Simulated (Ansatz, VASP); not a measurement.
Os: VASP beside Ansatz

The input POSCAR:

```
Os
1.0
    2.7461342319     -0.0274613423      0.0000000000
   -1.3968493360      2.3919526782      0.0000000000
    0.0000000000      0.0000000000      4.3263142200
Os
2
Direct
    0.3333333333      0.6666666667      0.2500000000
    0.6666666667      0.3333333333      0.7500000000
```

The input INCAR.step1:

```
PREC = Accurate
ENCUT = 520
ISMEAR = -1
SIGMA = 0.05
LREAL = False
LASPH = True
NELM = 80
NBANDS = 15
GGA = PE
ALGO = Normal
EDIFF = 1E-4
LWAVE = True
LCHARG = False
```

Contents of INCAR.step2:

```
PREC = Accurate
ENCUT = 520
EDIFF = 1E-8
ISMEAR = -1
SIGMA = 0.05
LREAL = False
LASPH = True
NELM = 80
ALGO = Normal
ISIF = 2
LWAVE = False
LCHARG = False
METAGGA = R2SCAN
LMIXTAU = True
LEFG = True
NBANDS = 15
ISTART = 1
```

File KPOINTS:

```
Automatic mesh
0
Gamma
  15 15 9
```

Input for Ansatz:

```yaml
crystal:
  lattice:
    - [2.7461342319, -0.0274613423, 0.0]
    - [-1.396849336, 2.3919526782, 0.0]
    - [0.0, 0.0, 4.32631422]
  atoms:
    - { symbol: Os, position: [0.3333333333, 0.6666666667, 0.25] }
    - { symbol: Os, position: [0.6666666667, 0.3333333333, 0.75] }
kpoints:
  mp_grid: { grid: [15, 15, 9] }
scf:
  occupations: { method: fermi_dirac, width: 0.05 }
hamiltonian:
  xc: r2scan
  pseudopotentials: { kind: paw }
output:
  forces: true
  stress: true
  eigenvalues: true
  efg: { contact_densities: true }
```

Change from the starting cell: xy shear strain of -2 %, PAW files.

Alike in both runs: task electric field gradients; functional r2SCAN; k mesh 15 × 15 × 9; occupations fermi-dirac, width 0.05 eV; no spin polarisation.

|  | VASP | Ansatz |
| --- | --- | --- |
| version | VASP 6.6.1 | Ansatz 0.2.0 |
| potentials or method | VASP PAW PBE potentials, release 64 (Os) | PAW with Ansatz's default frozen-core files, scalar-relativistic |
| plane-wave cutoff (eV) | 520 | 500 |
| valence electrons in the cell | 16 | 32 |

```tsv
	VASP	Ansatz	Ansatz less VASP
pressure (GPa)	-2.3	-3.2	-0.92
traceless stress, the component that is largest in VASP (GPa)	5.45	5.46	+0.011
rms of the force components (eV/Å)	0.033	0.033	+0.0001
size of Vzz on the site where it differs most (V/Å²)	81.7	62.3	-19.37
```

VASP's potentials were made for PBE, not for r2SCAN. Atom by atom the forces differ by 0.000 eV/Å (rms over components). VASP's potentials hold 16 valence electrons a cell and Ansatz's 32, so a difference there can come from the potentials and not from the codes.

Spin-orbit coupling is off throughout.
